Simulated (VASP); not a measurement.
Runs of VASP 6.6.1 on BeZn3Se4. The structure is that of space group I-42m (No. 121), or close to it. The cells are those of the table. 

```tsv
task	cell	k mesh	cutoff (eV)	smearing	gap on the mesh (eV)	pressure (GPa)	largest force (eV/Å)
single point	a = 6.838 Å, angles 131.7, 131.7, 70.7°, 8 atoms	8 × 8 × 8	520	gaussian 0.02 eV	1.74	0.2	0.01
single point	a = 6.698 Å, angles 131.7, 131.7, 70.7°, 8 atoms	8 × 8 × 8	520	gaussian 0.02 eV	2.03	(b)	0.02
single point	a = 5.595, b = 5.595, c = 6.838 Å, angles 114.1, 114.1, 90.0°, 8 atoms	4 × 4 × 4	520	gaussian 0.1 eV	1.74	0.2	0.01
single point	a = 5.588, b = 5.592, c = 6.835 Å, angles 114.1, 114.2, 90.0°, 8 atoms	4 × 4 × 4	520	gaussian 0.1 eV	1.75	0.3	0.03
relaxation of cell and atoms	relaxed from a = 6.601 Å, angles 131.8, 131.8, 70.5°, 8 atoms	3 × 3 × 3	600	gaussian 0.15 eV	(a)	-0.1	0.02
```

Alike in all rows: level PBE; potentials or basis VASP PAW PBE potentials, release 64 (Be, Zn, Se); no spin polarisation.

Task: Fill in the values left out.

Result: (a) 1.72; (b) 4.6.

Caveats: some runs use coarse meshes; the relaxation stopped at a loose force limit of 0.08 eV/Å, so its end isn't a converged minimum (some runs).

A k mesh can miss the band edges, and the runs leave out spin-orbit coupling on Se.
